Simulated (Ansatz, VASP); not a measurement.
Two plane-wave programs on Si2W

Contents of INCAR:

```
PREC = Accurate
ENCUT = 520
EDIFF = 1E-7
ISMEAR = 0
SIGMA = 0.05
LREAL = False
LASPH = True
NELM = 60
ALGO = Normal
ISIF = 2
LWAVE = False
LCHARG = False
GGA = PE
NBANDS = 18
```

Contents of KPOINTS:

```
regular mesh
0
Gamma
  18 18 18
```

The input POSCAR:

```
Si2W
1.0
   -1.6069000000      1.6069000000      3.9149500000
    1.6069000000     -1.6069000000      3.9149500000
    1.6069000000      1.6069000000     -3.9149500000
Si W
2 1
Direct
    0.3347000000      0.3347000000      0.0000000000
    0.6653000000      0.6653000000      0.0000000000
    0.0000000000      0.0000000000      0.0000000000
```

Input for Ansatz:

```yaml
crystal:
  lattice:
    - [-1.6069, 1.6069, 3.91495]
    - [1.6069, -1.6069, 3.91495]
    - [1.6069, 1.6069, -3.91495]
  atoms:
    - { symbol: Si, position: [0.3347, 0.3347, 0.0] }
    - { symbol: Si, position: [0.6653, 0.6653, 0.0] }
    - { symbol: W, position: [0.0, 0.0, 0.0] }
basis:
  ecutwfc: 420
kpoints:
  mp_grid: { grid: [18, 18, 18] }
hamiltonian:
  xc: pbe
scf:
  occupations: { method: gaussian, width: 0.05 }
output:
  forces: true
  eigenvalues: true
  eigenstates:
    nscf_kmesh: { grid: [24, 24, 24] }
    top_band: c6
    de_dk: true
    localisation: true
  stress: true
checkpoint:
  write: ck
  compress: false
  write_wavefunctions: false
  write_every: 100000
```

Alike in both runs: task single point; functional PBE; k mesh 18 × 18 × 18; occupations gaussian, width 0.05 eV; no spin polarisation.

|  | VASP | Ansatz |
| --- | --- | --- |
| version | VASP 6.6.1 | Ansatz 0.2.0 |
| potentials or method | VASP PAW PBE potentials, release 64 (Si, W_sv), cutoff 520 eV | scalar-relativistic, plane waves, PAW |
| valence electrons in the cell | 22 | 22 |

|  | VASP | Ansatz | Ansatz less VASP |
| --- | --- | --- | --- |
| pressure (GPa) | 3.4 | 3.3 | -0.10 |
| traceless stress, the component that is largest in VASP (GPa) | 0.26 | 0.31 | +0.056 |
| rms of the force components (eV/Å) | 0.030 | 0.029 | -0.0013 |

Atom by atom the forces differ by 0.001 eV/Å (rms over components).

Spin-orbit coupling is off throughout.
